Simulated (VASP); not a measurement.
# Ga: single point with LDA

The system is Ga.

```
Ga
1.0
     1.42040   -3.98202    0.00000
     1.42040    3.98202    0.00000
     0.00000    0.00000    3.10529
Ga
2
Direct
  0.13300 0.86700 0.75000
  0.86700 0.13300 0.25000
```

This cell differs from its parent crystal: volume scaled by 0.94.

```
Program                : VASP 6.6.1
Task                   : single point
Functional             : LDA
Potentials or basis    : VASP PAW LDA potentials, release 64 (Ga_d)
Cutoff                 : 520 eV
k mesh                 : 10 × 10 × 8
Occupations            : fermi-dirac, width 0.05 eV
Spin                   : no spin polarisation
Dipole correction      : no
Further INCAR settings : ALGO = Normal; EDIFF = 1e-06; NBANDS = 20
```

| Item | Value |
| --- | --- |
| Pressure | -0.7 GPa |
| Largest force | 0.226 eV/Å |
| Band gap on the k mesh | zero (band 13 reaches 11.30 eV, above the bottom of band 14 at 1.49 eV) |

Forces on the atoms (eV/Å):
```
Ga   0.000 -0.226  0.000
Ga   0.000  0.226  0.000
```

Stress tensor (GPa, compression positive):
```
-2.85  0.00  0.00
 0.00 -0.31  0.00
 0.00  0.00  1.18
```

Levels at points of the mesh, in eV from the Fermi level:
```csv
k point,band 11,band 12,band 13,band 14,band 15,band 16
"(0.00, 0.00, 0.00)",-11.73,-2.44,-1.49,2.94,6.86,8.13
"(0.50, 0.00, 0.00)",-6.91,-5.69,-1.91,-0.39,6.78,6.99
"(0.50, 0.50, 0.00)",-9.61,-8.95,5.30,5.97,6.07,7.49
"(0.00, 0.00, 0.50)",-7.71,-7.71,1.90,1.90,2.64,2.64
"(0.50, 0.00, 0.50)",-3.12,-3.12,-1.67,-1.67,1.89,1.89
"(0.50, 0.50, 0.50)",-5.73,-5.73,-4.50,-4.50,9.98,9.98
```

Run time: 50 s on 1 thread of Intel(R) Xeon(R) Platinum 8259CL CPU @ 2.50GHz (Skylake/Cascade Lake), with other jobs on the host, peak memory 0.2 GiB.
